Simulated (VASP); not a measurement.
Write the native input for VASP 6.6.1 that does the following.

```
Task                   : single point
Functional             : PBE
Potentials or basis    : VASP PAW PBE potentials, release 64 (Ti_sv, W_sv, C)
Cutoff                 : 520 eV
k mesh                 : 12 × 12 × 4
Occupations            : gaussian, width 0.1 eV
Spin                   : no spin polarisation
Dipole correction      : no
Further INCAR settings : ALGO = Normal; EDIFF = 1e-06; NBANDS = 61
```

The structure of Ti5WC6 lies in POSCAR:

```
Ti5WC6
1.0
    3.0634161702      0.0000000000      0.0000000000
   -1.5317080851      2.6529962258      0.0000000000
    0.0000000000      0.0000000000     15.0720941000
Ti W C
5 1 6
Direct
    0.6666666667      0.3333333333      0.6686580000
    0.3333333333      0.6666666667      0.3313420000
    0.6666666667      0.3333333333      0.1652460000
    0.0000000000      0.0000000000      0.0000000000
    0.3333333333      0.6666666667      0.8347540000
    0.0000000000      0.0000000000      0.5000000000
    0.3333333333      0.6666666667      0.5837050000
    0.6666666667      0.3333333333      0.4162950000
    0.0000000000      0.0000000000      0.2499310000
    0.3333333333      0.6666666667      0.0832990000
    0.6666666667      0.3333333333      0.9167010000
    0.0000000000      0.0000000000      0.7500690000
```

These files were run (other wordings do the same):

INCAR

```
SYSTEM = Ti5WC6
PREC = Accurate
ENCUT = 520
EDIFF = 1E-6
ISMEAR = 0
SIGMA = 0.1
LREAL = .False.
LASPH = .True.
NELM = 80
ALGO = Normal
ISIF = 2
LWAVE = .False.
LCHARG = .False.
GGA = PE
NBANDS = 61
```

KPOINTS

```
regular mesh
0
Gamma
  12 12 4
  0 0 0
```

Potentials or basis: VASP PAW PBE potentials, release 64 (Ti_sv, W_sv, C).

The run is started by

```console
$ cat potpaw_PBE.64/Ti_sv/POTCAR potpaw_PBE.64/W_sv/POTCAR potpaw_PBE.64/C/POTCAR > POTCAR
$ mpirun -np 1 vasp_std > vasp.out
```

It gave:

* Pressure: 0.4 GPa
* Largest force: 0.019 eV/Å
* Band gap on the k mesh: zero (band 49 reaches 10.92 eV, above the bottom of band 50 at 9.67 eV)

Caveat: spin-orbit coupling is left out, which moves the levels of the heavy elements.

Run time: 7.2 min on 1 thread of Intel(R) Xeon(R) 6975P-C (Granite Rapids) (shared host), peak memory 0.53 GiB.
